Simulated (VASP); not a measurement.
# Si2Mo (rvv) (I4/mmm) in VASP: a series of runs

Runs on Si2Mo (rvv). Level: r2SCAN+rVV10. Tasks: single point.

All numbers are computed with VASP 6.6.1; they aren't measurements. Logs are shortened: lines on timing, memory, paths and dates and some standing lists are left out, and cuts for length are marked.

## Step 1: The cell of the first run

Symmetry: I4/mmm, No. 139, tetragonal system. Conventional cell: a = 3.196 Å, b = 3.196 Å, c = 7.810 Å, α = 90.00°, β = 90.00°, γ = 90.00°. Si (site symmetry 4mm) has 9 Si at 2.57 to 3.20 Å and 5 Mo at 2.60 to 2.62 Å within 3.4 Å. Mo (site symmetry 4/mmm) has 10 Si at 2.60 to 2.62 Å and 4 Mo at 3.20 Å within 3.4 Å.

## Step 2: Single point, r2SCAN+rVV10

The input, POSCAR:

```
Si2Mo
1.0
   -1.5981070794      1.5981070794      3.9051985604
    1.5981070794     -1.5981070794      3.9051985604
    1.5981070794      1.5981070794     -3.9051985604
Si Mo
2 1
Direct
    0.3352056352      0.3352056352      0.0000000000
    0.6647943648      0.6647943648      0.0000000000
    0.0000000000      0.0000000000      0.0000000000
```

The input, INCAR.step1:

```
SYSTEM = Si2Mo
  PREC = Accurate
  ENCUT = 520
  ISMEAR = 0
  SIGMA = 0.1
  LREAL = .False.
  LASPH = .True.
  NELM = 100
  NBANDS = 18
  GGA = PE
  ALGO = Normal
  EDIFF = 1E-4
  LWAVE = .True.
  LCHARG = .False.
```

The input, INCAR.step2:

```
SYSTEM = Si2Mo
  PREC = Accurate
  ENCUT = 520
  EDIFF = 1E-6
  ISMEAR = 0
  SIGMA = 0.1
  LREAL = .False.
  LASPH = .True.
  NELM = 100
  ALGO = Normal
  ISIF = 2
  LWAVE = .False.
  LCHARG = .True.
  METAGGA = R2SCAN
  LMIXTAU = .True.
  LUSE_VDW = .True.
  IVDW_NL = 2
  BPARAM = 11.95
  CPARAM = 0.0093
  LELF = .True.
  LVHAR = .True.
  NBANDS = 18
  ISTART = 1
```

The input, KPOINTS:

```
Automatic mesh
0
Gamma
  18 18 18
  0 0 0
```

Potentials or basis: VASP PAW PBE potentials, release 64 (Si, Mo_sv).

Started as:

```bash
$ cat potpaw_PBE.64/Si/POTCAR potpaw_PBE.64/Mo_sv/POTCAR > POTCAR
$ cp INCAR.step1 INCAR
$ mpirun -np 1 vasp_std > vasp.out
$ cp INCAR.step2 INCAR
$ mpirun -np 1 vasp_std > vasp.out
```

OUTCAR:

```text
SYSTEM = Si2Mo
   PREC = Accurate
   ENCUT = 520
   EDIFF = 1E-6
   ISMEAR = 0
   LREAL = .False.
   LASPH = .True.
   NELM = 100
   ISIF = 2
   METAGGA = R2SCAN
   IVDW_NL = 2
   BPARAM = 11.95
   ISTART = 1

 ion  position               nearest neighbor table
   1  0.335  0.335  0.000-   2 2.57   3 2.60   3 2.60   3 2.60   3 2.60   3 2.62   2 2.62   2 2.62
                             2 2.62   2 2.62
   2  0.665  0.665  0.000-   1 2.57   3 2.60   3 2.60   3 2.60   3 2.60   3 2.62   1 2.62   1 2.62
                             1 2.62   1 2.62
   3  0.000  0.000  0.000-   2 2.60   2 2.60   2 2.60   1 2.60   2 2.60   1 2.60   1 2.60   1 2.60
                             1 2.62   2 2.62

  LATTYP: Found a body centered tetragonal cell.
 ALAT       =     3.1962141588
 C/A-ratio  =     2.4436401107

  Lattice vectors:

 A1 = (  -1.5981070794,   1.5981070794,   3.9051985604)
 A2 = (   1.5981070794,  -1.5981070794,   3.9051985604)
 A3 = (   1.5981070794,   1.5981070794,  -3.9051985604)

Analysis of symmetry for initial positions (statically):
=====================================================================
 Subroutine PRICEL returns:
 Original cell was already a primitive cell.

 Routine SETGRP: Setting up the symmetry group for a
 body centered tetragonal supercell.

 Subroutine GETGRP returns: Found 16 space group operations
 (whereof 16 operations were pure point group operations)
 out of a pool of 16 trial point group operations.

The static configuration has the point symmetry D_4h.

Analysis of symmetry for dynamics (positions and initial velocities):
=====================================================================
 Subroutine PRICEL returns:
 Original cell was already a primitive cell.

 Routine SETGRP: Setting up the symmetry group for a
 body centered tetragonal supercell.

 Subroutine GETGRP returns: Found 16 space group operations
 (whereof 16 operations were pure point group operations)
 out of a pool of 16 trial point group operations.

The dynamic configuration has the point symmetry D_4h.

 Subroutine INISYM returns: Found 16 space group operations
 (whereof 16 operations are pure point group operations),
 and found     1 'primitive' translations

----------------------------------------------------------------------------------------

                                     Primitive cell

  volume of cell :      39.8947

  direct lattice vectors                    reciprocal lattice vectors
    -1.598107079  1.598107079  3.905198560     0.000000000  0.312870149  0.128034463
     1.598107079 -1.598107079  3.905198560     0.312870149  0.000000000  0.128034463
     1.598107079  1.598107079 -3.905198560     0.312870149  0.312870149  0.000000000

  length of vectors
     4.512035934  4.512035934  4.512035934     0.338054069  0.338054069  0.442465208

  position of ions in fractional coordinates (direct lattice)
     0.335205635  0.335205635  0.000000000
     0.664794365  0.664794365  0.000000000
     0.000000000  0.000000000  0.000000000

  ion indices of the primitive-cell ions
   primitive index   ion index
                 1           1
                 2           2
                 3           3

----------------------------------------------------------------------------------------

 KPOINTS: Automatic mesh

Automatic generation of k-mesh.
 Grid dimensions read from file:
 generate k-points for:   18   18   18

 Generating k-lattice:

  Cartesian coordinates                     Fractional coordinates (reciprocal lattice)
     0.000000000  0.017381675  0.007113026     0.055555556  0.000000000  0.000000000
     0.017381675  0.000000000  0.007113026     0.000000000  0.055555556  0.000000000
     0.017381675  0.017381675  0.000000000     0.000000000  0.000000000  0.055555556

  Length of vectors
     0.018780782  0.018780782  0.024581400

  Shift w.r.t. Gamma in fractional coordinates (k-lattice)
     0.000000000  0.000000000  0.000000000

 Subroutine IBZKPT returns following result:
 ===========================================

 Found    480 irreducible k-points:

 Following reciprocal coordinates:
            Coordinates               Weight
  0.000000  0.000000  0.000000      1.000000
  0.055556 -0.000000  0.000000      8.000000
  0.111111 -0.000000  0.000000      8.000000
  0.166667  0.000000  0.000000      8.000000
  0.222222  0.000000 -0.000000      8.000000
  0.277778  0.000000  0.000000      8.000000
[... 16 lines left out ...]
 -0.277778  0.055556  0.000000     16.000000
 -0.222222  0.055556  0.000000     16.000000
 [... further k-points ...]
   k-points           NKPTS =    480   k-points in BZ     NKDIM =    480   number of bands    NBANDS=     18
   number of dos      NEDOS =    301   number of ions     NIONS =      3
   total plane-waves  NPLWV =  46656
   dimension x,y,z NGX =    36 NGY =   36 NGZ =   36
   dimension x,y,z NGXF=    72 NGYF=   72 NGZF=   72
   ions per type =               2   1
   NGX,Y,Z   is equivalent  to a cutoff of  13.26, 13.26, 13.26 a.u.
   NGXF,Y,Z  is equivalent  to a cutoff of  26.53, 26.53, 26.53 a.u.
 SYSTEM =  Si2Mo
   PREC   = accura    normal or accurate (medium, high low for compatibility)
   ISTART =      1    job   : 0-new  1-cont  2-samecut
   ICHARG =      0    charge: 1-file 2-atom 10-const
   ISPIN  =      1    spin polarized calculation?
   LNONCOLLINEAR =      F non collinear calculations
   LSORBIT =      F    spin-orbit coupling
   LASPH  =      T    aspherical Exc in radial PAW
   ENCUT  =  520.0 eV  38.22 Ry    6.18 a.u.   8.39  8.39  8.39*2*pi/ulx,y,z
   NELM   =    100;   NELMIN=  2; NELMDL=  0     # of ELM steps
   EDIFF  = 0.1E-05   stopping-criterion for ELM
   LREAL  =      F    real-space projection
   EDIFFG = 0.1E-04   stopping-criterion for IOM
   NSW    =      0    number of steps for IOM
   IBRION =     -1    ionic relax: 0-MD 1-quasi-New 2-CG
   NFREE  =      0    steps in history (QN), initial steepest desc. (CG)
   ISIF   =      2    stress and relaxation
   ISYM   =      2    0-nonsym 1-usesym 2-fastsym
   POTIM  = 0.5000    time-step for ionic-motion
   TEBEG  =    0.0;   TEEND  =   0.0 temperature during run
   PSTRESS=    0.0 pullay stress
   NELECT =      22.0000    total number of electrons
   NUPDOWN=      -1.0000    fix difference up-down
   EMIN   =  10.00;   EMAX   =-10.00  energy-range for DOS
   EFERMI =   0.00;   METHOD = LEGACY
   ISMEAR =     0;   SIGMA  =   0.10  broadening in eV -4-tet -1-fermi 0-gaus
   EFERMI_NEDOS =   21; number of points for ismear=-14 and -15
   IALGO  =     38    algorithm
   IMIX   =      4    mixing-type and parameters
     AMIX     =   0.40;   BMIX     =  1.00
     AMIX_MAG =   1.60;   BMIX_MAG =  1.00
  volume/ion in A,a.u.               =      13.30        89.74
  Fermi-wavevector in a.u.,A,eV,Ry     =   1.342489  2.536937 24.521467  1.802277
  Thomas-Fermi vector in A             =   2.470639
   LORBIT       =      0    0 simple, 1 ext, 2 COOP (PROOUT), +10 PAW based schemes
   METAGGA = R2SCAN    functional components
   LHFCALC =     F    Hartree Fock is set to
   AEXX    =    0.0000 exact exchange contribution
   IVDW_NL    =     2    kernel type
   BPARAM     =11.9500
   IVDW    =     0    specifies the selected vdW correction
   LEPSILON=     F    determine dielectric tensor
   LRPA    =     F    only Hartree local field effects (RPA)
 non-spin polarized calculation
 Gauss-broadening in eV      SIGMA  =   0.10
  energy-cutoff  :      520.00
  volume of cell :       39.89
 maximum number of plane-waves:      1096
 NGX is ok and might be reduce to    36
   NGX = 17   NGY = 17   NGZ = 17

 number of electron      22.0000000 magnetization

 Free energy of the ion-electron system (eV)
  ---------------------------------------------------
  ext. energy  EPLUGINS =         0.00000000
  ---------------------------------------------------
  free energy    TOTEN  =       -44.72733340 eV

  energy without entropy =      -44.72629267  energy(sigma->0) =      -44.72681304

 E-fermi :  12.3690     XC(G=0): -13.4413

 val. band max:       12.3576490571   @ k =  -0.1667  -0.1667   0.1111
 cond. band min:      12.3705012333   @ k =  -0.2778  -0.2778   0.2222
 fundamental gap:      0.0128521762
 Fermi energy:        12.3690293655

 k-point     1 :       0.0000    0.0000    0.0000
  band No.  band energies     occupation
      1     -50.2336      2.00000
      2     -23.6796      2.00000
      3     -23.5875      2.00000
      4     -23.5875      2.00000
      5      -1.8743      2.00000
      6       5.5505      2.00000
[... 10 lines left out ...]
     17      17.8338      0.00000
     18      17.8338      0.00000

 k-point     2 :       0.0556   -0.0000    0.0000
  band No.  band energies     occupation
      1     -50.2329      2.00000
      2     -23.6789      2.00000
      3     -23.5964      2.00000
      4     -23.5867      2.00000
      5      -1.8141      2.00000
      6       5.5569      2.00000
[... 10 lines left out ...]
     17      17.8687      0.00000
     18      18.2301      0.00000

 k-point     3 :       0.1111   -0.0000    0.0000
  band No.  band energies     occupation
      1     -50.2310      2.00000
      2     -23.6771      2.00000
      3     -23.6218      2.00000
      4     -23.5843      2.00000
      5      -1.6348      2.00000
      6       5.5657      2.00000
[... 10 lines left out ...]
     17      18.0531      0.00000
     18      19.0920      0.00000

 k-point     4 :       0.1667    0.0000    0.0000
  band No.  band energies     occupation
      1     -50.2282      2.00000
      2     -23.6744      2.00000
      3     -23.6604      2.00000
      4     -23.5806      2.00000
      5      -1.3409      2.00000
      6       5.5371      2.00000
[... 375 lines left out ...]
      4     -23.5749      2.00000
      5       0.1119      2.00000
      6       4.5936      2.00000
[... 10 lines left out ...]
     17      19.9648      0.00000
     18      21.3233      0.00000

 k-point    23 :      -0.2778    0.0556    0.0000
  band No.  band energies     occupation
      1     -50.2203      2.00000
      2     -23.7566      2.00000
      3     -23.6645      2.00000
      4     -23.5795      2.00000
      5      -0.4633      2.00000
      6       5.2246      2.00000
[... 10 lines left out ...]
     17      19.7053      0.00000
     18      21.1130      0.00000

 k-point    24 :      -0.2222    0.0556    0.0000
  band No.  band energies     occupation
      1     -50.2240      2.00000
      2     -23.7069      2.00000
      3     -23.6684      2.00000
      4     -23.5845      2.00000
      5      -0.9491      2.00000
      6       5.6536      2.00000
[... 10 lines left out ...]
     17      19.0003      0.00000
     18      21.3270      0.00000

 [... further k-points ...]
[... 5 lines left out ...]
  --------------------------------------------------------------------------------------
  -------------------------------------------------------------------------------------
  Total        0.1447501      0.1447501      0.1355454      0.0000000      0.0000000      0.0000000
  in kB        5.8131890      5.8131890      5.4435273      0.0000000      0.0000000      0.0000000
  external PRESSURE =       5.6899684 kB  Pullay stress =       0.0000000 kB

 VOLUME and BASIS-vectors are now :
 -----------------------------------------------------------------------------
  energy-cutoff  :      520.00
  volume of cell :       39.89
      direct lattice vectors                 reciprocal lattice vectors
    -1.598107079  1.598107079  3.905198560     0.000000000  0.312870149  0.128034463
     1.598107079 -1.598107079  3.905198560     0.312870149  0.000000000  0.128034463
     1.598107079  1.598107079 -3.905198560     0.312870149  0.312870149  0.000000000

 POSITION                                       TOTAL-FORCE (eV/Angst)
 -----------------------------------------------------------------------------------
      0.00000      0.00000      2.61809        -0.000000     -0.000000     -0.009354
      0.00000      0.00000      5.19231         0.000000      0.000000      0.009354
      0.00000      0.00000      0.00000         0.000000      0.000000     -0.000000
 -----------------------------------------------------------------------------------
    total drift:                               -0.000000      0.000000      0.000000

  FREE ENERGIE OF THE ION-ELECTRON SYSTEM (eV)
  ---------------------------------------------------
  free  energy   TOTEN  =       -44.7273334047 eV

  energy  without entropy=      -44.7262926717  energy(sigma->0) =      -44.72681304
```

Run time: 21 min. Hardware: 1 thread of Intel Xeon Platinum 8488C (Sapphire Rapids), shared host; peak memory 0.63 GiB.

What came out:

```
Free energy            : -44.7273 eV
Pressure               : 0.6 GPa
Largest force          : 0.009 eV/Å
Band gap on the k mesh : zero (band 11 reaches 12.83 eV, above the bottom of band 12 at 11.80 eV)
```

Forces on the atoms (eV/Å):
```
Si   0.000  0.000 -0.009
Si   0.000  0.000  0.009
Mo   0.000  0.000  0.000
```

Caveat: the PAW data sets were made with another functional, which shifts forces and pressure a little.

## Step 3: Single point, r2SCAN+rVV10

This run uses another cell than the first one, of 13.42 Å³/atom, 1.009 times its volume.

The input, POSCAR:

```
Si2Mo
1.0
   -1.6000000000      1.6000000000      3.9305000000
    1.6000000000     -1.6000000000      3.9305000000
    1.6000000000      1.6000000000     -3.9305000000
Si Mo
2 1
Direct
    0.3330000000      0.3330000000      0.0000000000
    0.6670000000      0.6670000000      0.0000000000
    0.0000000000      0.0000000000      0.0000000000
```

The input, INCAR.step1:

```
ALGO     = Normal         # electronic algorithm
EDIFF    = 1E-4           # SCF threshold, eV
ENCUT    = 520            # plane-wave cutoff, eV
GGA      = PE             # functional
ISMEAR   = 0              # smearing method
LASPH    = T              # aspherical terms in the spheres
LCHARG   = F              # write CHGCAR
LREAL    = F              # projectors in reciprocal space
LWAVE    = T              # write WAVECAR
NBANDS   = 18             # bands
NELM     = 100            # most SCF steps
PREC     = Accurate       # precision mode
SIGMA    = 0.1            # smearing width, eV
```

The input, INCAR.step2:

```
ALGO     = Normal         # electronic algorithm
BPARAM   = 11.95        
CPARAM   = 0.0093       
EDIFF    = 1E-7           # SCF threshold, eV
ENCUT    = 520            # plane-wave cutoff, eV
ISIF     = 2              # what is computed and relaxed
ISMEAR   = 0              # smearing method
ISTART   = 1            
IVDW_NL  = 2            
LASPH    = T              # aspherical terms in the spheres
LCHARG   = F              # write CHGCAR
LMIXTAU  = T            
LREAL    = F              # projectors in reciprocal space
LUSE_VDW = T            
LWAVE    = F              # write WAVECAR
METAGGA  = R2SCAN         # meta-GGA
NBANDS   = 18             # bands
NELM     = 100            # most SCF steps
PREC     = Accurate       # precision mode
SIGMA    = 0.1            # smearing width, eV
```

The input, KPOINTS:

```
k-points
0
Gamma
  8 8 8
```

Potentials or basis: VASP PAW PBE potentials, release 64 (Si, Mo_sv).

Started as:

```bash
$ cat potpaw_PBE.64/Si/POTCAR potpaw_PBE.64/Mo_sv/POTCAR > POTCAR
$ cp INCAR.step1 INCAR
$ mpirun -np 1 vasp_std > vasp.out
$ cp INCAR.step2 INCAR
$ mpirun -np 1 vasp_std > vasp.out
```

OUTCAR:

```text
BPARAM = 11.95
   EDIFF = 1E-7
   ENCUT = 520
   ISIF = 2
   ISMEAR = 0
   ISTART = 1
   IVDW_NL = 2
   LASPH = T
   LREAL = F
   METAGGA = R2SCAN
   NELM = 100
   PREC = Accurate

 ion  position               nearest neighbor table
   1  0.333  0.333  0.000-   2 2.61   2 2.61   2 2.61   2 2.61   3 2.62   3 2.62   3 2.62   3 2.62
                             3 2.62   2 2.63
   2  0.667  0.667  0.000-   1 2.61   1 2.61   1 2.61   1 2.61   3 2.62   3 2.62   3 2.62   3 2.62
                             3 2.62   1 2.63
   3  0.000  0.000  0.000-   2 2.62   1 2.62   2 2.62   1 2.62   2 2.62   1 2.62   1 2.62   2 2.62
[... 700 lines left out ...]
     18      21.0672      0.00000

 [... further k-points ...]
[... 5 lines left out ...]
  --------------------------------------------------------------------------------------
  -------------------------------------------------------------------------------------
  Total       -0.2254034     -0.2254034     -0.9466866      0.0000000      0.0000000      0.0000000
  in kB       -8.9727021     -8.9727021    -37.6850452      0.0000000      0.0000000      0.0000000
  external PRESSURE =     -18.5434831 kB  Pullay stress =       0.0000000 kB

 VOLUME and BASIS-vectors are now :
 -----------------------------------------------------------------------------
  energy-cutoff  :      520.00
  volume of cell :       40.25
      direct lattice vectors                 reciprocal lattice vectors
    -1.600000000  1.600000000  3.930500000     0.000000000  0.312500000  0.127210279
     1.600000000 -1.600000000  3.930500000     0.312500000  0.000000000  0.127210279
     1.600000000  1.600000000 -3.930500000     0.312500000  0.312500000  0.000000000

 POSITION                                       TOTAL-FORCE (eV/Angst)
 -----------------------------------------------------------------------------------
      0.00000      0.00000      2.61771         0.000000      0.000000      0.379932
      0.00000      0.00000      5.24329         0.000000      0.000000     -0.379932
      0.00000      0.00000      0.00000        -0.000000     -0.000000     -0.000000
 -----------------------------------------------------------------------------------
    total drift:                                0.000000      0.000000     -0.000000

  FREE ENERGIE OF THE ION-ELECTRON SYSTEM (eV)
  ---------------------------------------------------
  free  energy   TOTEN  =       -44.7212800702 eV

  energy  without entropy=      -44.7205596303  energy(sigma->0) =      -44.72091985
```

Wall time 3.8 min (1 thread of Intel Xeon Platinum 8488C (Sapphire Rapids), shared host); peak memory 0.4 GiB.

What came out:

* Free energy: -44.7213 eV
* Pressure: -1.9 GPa
* Largest force: 0.380 eV/Å
* Band gap on the k mesh: zero (band 11 reaches 12.77 eV, above the bottom of band 12 at 11.65 eV)

Forces on the atoms (eV/Å):
```
Si   0.000  0.000  0.380
Si   0.000  0.000 -0.380
Mo   0.000  0.000  0.000
```

Stress tensor (GPa, compression positive):
```
-0.90  0.00  0.00
 0.00 -0.90  0.00
 0.00  0.00 -3.77
```

Caveat: the PAW data sets were made with another functional, which shifts forces and pressure a little.
